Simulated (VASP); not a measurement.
# Bi (Fm-3m) in VASP: notebook, part 2 of 2

VASP 6.6.1. Earlier steps stand in the parts before.

### Step 3. Single point, LDA (volume scaled by 0.6)

Input file INCAR:

```
SYSTEM = Bi
ALGO     = Normal         ! electronic algorithm
EDIFF    = 1E-6           ! SCF threshold, eV
ENCUT    = 500            ! plane-wave cutoff, eV
GGA_COMPAT= .FALSE.      
ISIF     = 2              ! what is computed and relaxed
ISMEAR   = -1             ! smearing method
LASPH    = .TRUE.         ! aspherical terms in the spheres
LCHARG   = .TRUE.         ! write CHGCAR
LELF     = .TRUE.         ! ELF
LREAL    = .FALSE.        ! projectors in reciprocal space
LVHAR    = .TRUE.       
LWAVE    = .FALSE.        ! write WAVECAR
NBANDS   = 14             ! bands
NELM     = 120            ! most SCF steps
PREC     = Accurate       ! precision mode
SIGMA    = 0.1            ! smearing width, eV
```

Input file KPOINTS:

```
k-points
0
G
  14 14 14
  0 0 0
```

Input file POSCAR:

```
Bi
1.0
    0.0000000000      2.0696716832      2.0696716832
    2.0696716832      0.0000000000      2.0696716832
    2.0696716832      2.0696716832      0.0000000000
Bi
1
Direct
    0.0000000000      0.0000000000      0.0000000000
```

Potentials or basis: VASP PAW LDA potentials, release 64 (Bi_d).

Launch:

```console
cat potpaw_LDA.64/Bi_d/POTCAR > POTCAR
mpirun -np 1 vasp_std > vasp.out
```

OUTCAR:

```text
SYSTEM = Bi
   EDIFF = 1E-6
   ENCUT = 500
   ISIF = 2
   ISMEAR = -1
   LASPH = .TRUE.
   LREAL = .FALSE.
   NELM = 120
   PREC = Accurate

 ion  position               nearest neighbor table
   1  0.000  0.000  0.000-

  LATTYP: Found a face centered cubic cell.
 ALAT       =     4.1393433664

  Lattice vectors:

 A1 = (   0.0000000000,   2.0696716832,   2.0696716832)
 A2 = (   2.0696716832,   0.0000000000,   2.0696716832)
 A3 = (   2.0696716832,   2.0696716832,   0.0000000000)

Analysis of symmetry for initial positions (statically):
[... 587 lines left out ...]

------------------------ aborting loop because EDIFF is reached ----------------------------------------

  FORCE on cell =-STRESS in cart. coord.  units (eV):
  Direction    XX          YY          ZZ          XY          YZ          ZX
  --------------------------------------------------------------------------------------
  -------------------------------------------------------------------------------------
  Total       11.7305838     11.7305838     11.7305838      0.0000000      0.0000000     -0.0000000
  in kB     1059.9755296   1059.9755296   1059.9755296      0.0000000      0.0000000     -0.0000000
  external PRESSURE =    1059.9755296 kB  Pullay stress =       0.0000000 kB

 VOLUME and BASIS-vectors are now :
 -----------------------------------------------------------------------------
  energy-cutoff  :      500.00
  volume of cell :       17.73
      direct lattice vectors                 reciprocal lattice vectors
     0.000000000  2.069671683  2.069671683    -0.241584211  0.241584211  0.241584211
     2.069671683  0.000000000  2.069671683     0.241584211 -0.241584211  0.241584211
     2.069671683  2.069671683  0.000000000     0.241584211  0.241584211 -0.241584211

 POSITION                                       TOTAL-FORCE (eV/Angst)
 -----------------------------------------------------------------------------------
      0.00000      0.00000      0.00000         0.000000      0.000000      0.000000
 -----------------------------------------------------------------------------------
    total drift:                                0.000000      0.000000     -0.000000

  FREE ENERGIE OF THE ION-ELECTRON SYSTEM (eV)
  ---------------------------------------------------
  free  energy   TOTEN  =        -1.9999041012 eV

  energy  without entropy=       -1.9854114194  energy(sigma->0) =       -1.99265776
```

Wall time 8 s (1 thread of Intel Xeon 6975P-C (Granite Rapids), shared host); peak memory 0.13 GiB.

What came out:

```yaml
Free_energy: -1.9999 eV
Pressure: 106.0 GPa
```

Caveat: spin-orbit coupling is left out, which moves the levels of the heavy elements.

### Step 4. Single point, LDA (volume scaled by 0.7)

Input file INCAR:

```
ALGO = Normal
EDIFF = 1E-6
ENCUT = 500
GGA = CA
GGA_COMPAT = F
ISIF = 2
ISMEAR = -1
LASPH = T
LCHARG = T
LELF = T
LREAL = F
LVHAR = T
LWAVE = F
NBANDS = 14
NELM = 120
PREC = Accurate
SIGMA = 0.1
```

Input file KPOINTS:

```
k-points
0
Gamma
  14 14 14
```

Input file POSCAR:

```
Bi
1.0
    0.0000000000      2.1787984333      2.1787984333
    2.1787984333      0.0000000000      2.1787984333
    2.1787984333      2.1787984333      0.0000000000
Bi
1
Direct
    0.0000000000      0.0000000000      0.0000000000
```

Launch:

```console
cat potpaw_LDA.64/Bi_d/POTCAR > POTCAR
mpirun -np 1 vasp_std > vasp.out
```

It took 7.4 s on 1 thread of Intel Xeon 6975P-C (Granite Rapids), shared host; peak memory 0.14 GiB.

Results (log left out):

```yaml
Free_energy: -3.3950 eV
Pressure: 51.3 GPa
```

Levels at points of the mesh, in eV from the Fermi level:
```tsv
k point	band 4	band 5	band 6	band 7	band 8	band 9	band 10	band 11
(0.00, 0.00, 0.00)	-23.46	-23.46	-17.42	7.89	7.89	7.89	8.31	13.46
(0.50, 0.00, 0.00)	-23.21	-23.21	-11.78	-8.31	5.21	5.21	7.91	10.88
(0.50, 0.50, 0.00)	-23.15	-23.15	-9.51	-7.05	0.14	0.14	4.76	5.93
```

Caveat: spin-orbit coupling is left out, which moves the levels of the heavy elements.

### Step 5. Single point, LDA (volume scaled by 0.7)

Input file INCAR:

```
SYSTEM = Bi
ALGO = Normal ; EDIFF = 1E-6
ENCUT = 500 ; GGA_COMPAT = .FALSE.
ISIF = 2 ; ISMEAR = -1
LASPH = .TRUE. ; LCHARG = .FALSE.
LREAL = .FALSE. ; LWAVE = .FALSE.
NBANDS = 14 ; NELM = 120
PREC = Accurate ; SIGMA = 0.1
```

Input file KPOINTS:

```
k-points
0
G
  14 14 14
  0 0 0
```

POSCAR is that of step 4.

Launch:

```console
cat potpaw_LDA.64/Bi_d/POTCAR > POTCAR
mpirun -np 1 vasp_std > vasp.out
```

Wall time 7.5 s (1 thread of Intel Xeon 6975P-C (Granite Rapids), shared host); peak memory 0.14 GiB.

It converged, with:

| Item | Value |
| --- | --- |
| Free energy | -3.3950 eV |
| Pressure | 51.3 GPa |

Levels at points of the mesh, in eV from the Fermi level:
```csv
k point,band 4,band 5,band 6,band 7,band 8,band 9,band 10,band 11
"(0.00, 0.00, 0.00)",-23.46,-23.46,-17.42,7.89,7.89,7.89,8.31,13.46
"(0.50, 0.00, 0.00)",-23.21,-23.21,-11.78,-8.31,5.21,5.21,7.91,10.88
"(0.50, 0.50, 0.00)",-23.15,-23.15,-9.51,-7.05,0.14,0.14,4.76,5.93
```

Caveat: spin-orbit coupling is left out, which moves the levels of the heavy elements.

### Step 6. Single point, LDA (volume scaled by 0.8)

Input file INCAR:

```
PREC     = Accurate       # precision mode
ENCUT    = 500            # plane-wave cutoff, eV
EDIFF    = 1E-6           # SCF threshold, eV
ISMEAR   = -1             # smearing method
SIGMA    = 0.1            # smearing width, eV
LREAL    = F              # projectors in reciprocal space
LASPH    = T              # aspherical terms in the spheres
NELM     = 120            # most SCF steps
ALGO     = Normal         # electronic algorithm
ISIF     = 2              # what is computed and relaxed
LWAVE    = F              # write WAVECAR
LCHARG   = F              # write CHGCAR
NBANDS   = 14             # bands
GGA_COMPAT= F
```

Input file KPOINTS:

```
Automatic mesh
0
Gamma
  14 14 14
```

Input file POSCAR:

```
Bi
1.0
    0.0000000000      2.2779684423      2.2779684423
    2.2779684423      0.0000000000      2.2779684423
    2.2779684423      2.2779684423      0.0000000000
Bi
1
Direct
    0.0000000000      0.0000000000      0.0000000000
```

Potentials or basis: VASP PAW LDA potentials, release 64 (Bi_d).

Launch:

```console
cat potpaw_LDA.64/Bi_d/POTCAR > POTCAR
mpirun -np 1 vasp_std > vasp.out
```

Run time: 9.4 s. Hardware: 1 thread of Intel Xeon 6975P-C (Granite Rapids), shared host; peak memory 0.14 GiB.

It converged, with:

```yaml
Free_energy: -4.0582 eV
Pressure: 23.4 GPa
```

Levels at points of the mesh, in eV from the Fermi level:
```
           k point  band 3  band 4  band 5  band 6  band 7  band 8  band 9  band 10  band 11  band 12
(0.00, 0.00, 0.00)  -23.44  -23.25  -23.25  -15.98    6.85    6.85    6.85     8.69    12.38    12.45
(0.50, 0.00, 0.00)  -23.42  -23.08  -23.08  -11.42   -7.22    4.53    4.53     8.25     9.53    10.97
(0.50, 0.50, 0.00)  -23.09  -23.04  -23.04   -9.59   -6.13    0.22    0.22     4.43     5.63    17.91
```

Caveat: spin-orbit coupling is left out, which moves the levels of the heavy elements.

### Step 7. Summary

| cell | gap on the mesh (eV) | pressure (GPa) |
| --- | --- | --- |
| a = 2.927 Å, angles 60.0°, 1 atom | none | 106.0 |
| a = 3.081 Å, angles 60.0°, 1 atom | none | 51.3 |
| a = 3.222 Å, angles 60.0°, 1 atom | none | 23.4 |

Alike in all rows: task single point; level LDA; potentials or basis VASP PAW LDA potentials, release 64 (Bi_d); no spin polarisation; k mesh 14 × 14 × 14; cutoff (eV) 500; smearing fermi-dirac 0.1 eV.

Caveats: spin-orbit coupling is left out, which moves the levels of the heavy elements.

Total energies depend on the potentials used, so only differences within one code and one set of settings carry meaning.
